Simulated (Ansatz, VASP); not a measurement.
## One calculation of LuHfF, two programs

```
CELL_PARAMETERS angstrom
3.63771 0.00000 0.00000
-1.81886 3.15035 0.00000
0.00000 0.00000 6.41643
ATOMIC_POSITIONS crystal
Lu 0.33333 0.66667 0.00000
Hf 0.33333 0.66667 0.50000
F 0.00000 0.00000 0.50000
```

Alike in both runs: functional PBE; k mesh 6 × 6 × 4; occupations gaussian, width 0.1 eV; no spin polarisation.

Ansatz relaxed the structure, and its values are those at the end. VASP's run is a single point on that final structure, the one shown.

|  | VASP | Ansatz |
| --- | --- | --- |
| version | VASP 6.6.1 | Ansatz 0.2.0 |
| potentials or method | VASP PAW PBE potentials, release 64 (Lu, Hf_pv, F), cutoff 520 eV | scalar-relativistic, plane waves, PAW |
| valence electrons in the cell | 42 | 58 |

|  | VASP | Ansatz | Ansatz less VASP |
| --- | --- | --- | --- |
| gap on the k mesh at the Fermi level (eV) | none | none | - |
| pressure (GPa) | -0.8 | 0.0 | +0.76 |

A gap of «none» marks a metal or a gap that the smearing closes. The functional is the same, so the differences come from potentials, cutoffs and numerics. VASP's potentials hold 42 valence electrons a cell and Ansatz's 58, so a difference there can come from the potentials and not from the codes.

Spin-orbit coupling is off throughout.
